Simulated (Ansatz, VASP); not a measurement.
One calculation of As, two programs

```xyz
2
Lattice="3.6188 0.0000 0.0000 -1.8094 3.1340 0.0000 0.0000 0.0000 22.5000" Properties=species:S:1:pos:R:3 pbc="T T T"
As    0.0000    2.0893   13.5246
As    0.0000    0.0000   14.8799
```

Alike in both runs: task single point; functional r2SCAN; dispersion rVV10; k mesh 12 × 12 × 1; occupations gaussian, width 0.04 eV; no spin polarisation.

|  | VASP | Ansatz |
| --- | --- | --- |
| version | VASP 6.6.1 | Ansatz 0.2.0 |
| potentials or method | VASP PAW PBE potentials, release 64 (As), cutoff 440 eV | scalar-relativistic, plane waves, PAW |
| valence electrons in the cell | 10 | 30 |

```csv
,VASP,Ansatz,Ansatz less VASP
gap on the k mesh at the Fermi level (eV),2.09,2.09,-0.004
least direct gap on the mesh (eV),2.31,2.34,+0.028
rms of the force components (eV/Å),0.068,0.013,-0.0551
```

VASP's potentials were made for PBE, not for r2SCAN. Atom by atom the forces differ by 0.055 eV/Å (rms over components). VASP's potentials hold 10 valence electrons a cell and Ansatz's 30, so a difference there can come from the potentials and not from the codes.
